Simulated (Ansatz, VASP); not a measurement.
**ZnInC6N6: VASP beside Ansatz**

File INCAR:

```
ALGO     = Normal         # electronic algorithm
EDIFF    = 1E-7           # SCF threshold, eV
ENCUT    = 520            # plane-wave cutoff, eV
GGA      = PE             # functional
ISIF     = 2              # what is computed and relaxed
ISMEAR   = 0              # smearing method
LASPH    = T              # aspherical terms in the spheres
LCHARG   = F              # write CHGCAR
LREAL    = F              # projectors in reciprocal space
LWAVE    = F              # write WAVECAR
NBANDS   = 52             # bands
NELM     = 80             # most SCF steps
PREC     = Accurate       # precision mode
SIGMA    = 0.2            # smearing width, eV
```

The input KPOINTS:

```
k-points
0
Gamma
  4 4 4
```

Contents of POSCAR:

```
ZnInC6N6
1.0
    0.0000000000      5.5305801627      5.5305801627
    5.5305801627      0.0000000000      5.5305801627
    5.5305801627      5.5305801627      0.0000000000
Zn In C N
1 1 6 6
Direct
    0.0000000000      0.0000000000      1.0000000000
    0.5000000000      0.5000000000      0.5000000000
    0.8059396323      0.1940603677      0.1940603677
    0.1940603677      0.8059396323      0.1940603677
    0.1940603677      0.1940603677      0.8059396323
    0.1940603677      0.8059396323      0.8059396323
    0.8059396323      0.1940603677      0.8059396323
    0.8059396323      0.8059396323      0.1940603677
    0.7006487255      0.2993512745      0.2993512745
    0.2993512745      0.7006487255      0.2993512745
    0.2993512745      0.2993512745      0.7006487255
    0.2993512745      0.7006487255      0.7006487255
    0.7006487255      0.2993512745      0.7006487255
    0.7006487255      0.7006487255      0.2993512745
```

Input for Ansatz:

```yaml
crystal:
  lattice:
    - [0.0, 5.5305801627, 5.5305801627]
    - [5.5305801627, 0.0, 5.5305801627]
    - [5.5305801627, 5.5305801627, 0.0]
  atoms:
    - { symbol: Zn, position: [0.0, 0.0, 1.0] }
    - { symbol: In, position: [0.5, 0.5, 0.5] }
    - { symbol: C, position: [0.8059396323, 0.1940603677, 0.1940603677] }
    - { symbol: C, position: [0.1940603677, 0.8059396323, 0.1940603677] }
    - { symbol: C, position: [0.1940603677, 0.1940603677, 0.8059396323] }
    - { symbol: C, position: [0.1940603677, 0.8059396323, 0.8059396323] }
    - { symbol: C, position: [0.8059396323, 0.1940603677, 0.8059396323] }
    - { symbol: C, position: [0.8059396323, 0.8059396323, 0.1940603677] }
    - { symbol: "N", position: [0.7006487255, 0.2993512745, 0.2993512745] }
    - { symbol: "N", position: [0.2993512745, 0.7006487255, 0.2993512745] }
    - { symbol: "N", position: [0.2993512745, 0.2993512745, 0.7006487255] }
    - { symbol: "N", position: [0.2993512745, 0.7006487255, 0.7006487255] }
    - { symbol: "N", position: [0.7006487255, 0.2993512745, 0.7006487255] }
    - { symbol: "N", position: [0.7006487255, 0.7006487255, 0.2993512745] }
basis:
  ecutwfc: 420
kpoints:
  mp_grid: { grid: [4, 4, 4] }
hamiltonian:
  xc: pbe
scf:
  occupations: { method: gaussian, width: 0.2 }
  lower_state_search: "off"
output:
  forces: true
  stress: true
  eigenvalues: true
```

Alike in both runs: task single point; functional PBE; k mesh 4 × 4 × 4; occupations gaussian, width 0.2 eV; no spin polarisation.

```csv
,VASP,Ansatz
version,VASP 6.6.1,Ansatz 0.2.0
potentials or method,"VASP PAW PBE potentials, release 64 (Zn, In_d, C, N), cutoff 520 eV","scalar-relativistic, plane waves, PAW"
valence electrons in the cell,79,79
```

|  | VASP | Ansatz | Ansatz less VASP |
| --- | --- | --- | --- |
| gap on the k mesh at the Fermi level (eV) | none | none | - |
| pressure (GPa) | 0.4 | 0.0 | -0.43 |
| rms of the force components (eV/Å) | 0.207 | 0.012 | -0.1953 |

Atom by atom the forces differ by 0.219 eV/Å (rms over components). A gap of «none» marks a metal or a gap that the smearing closes. One of these differences is far larger than is usual between the two programs; its cause wasn't traced.

Noted on VASP's run: the standard files for N, O and F lose accuracy on very short bonds.
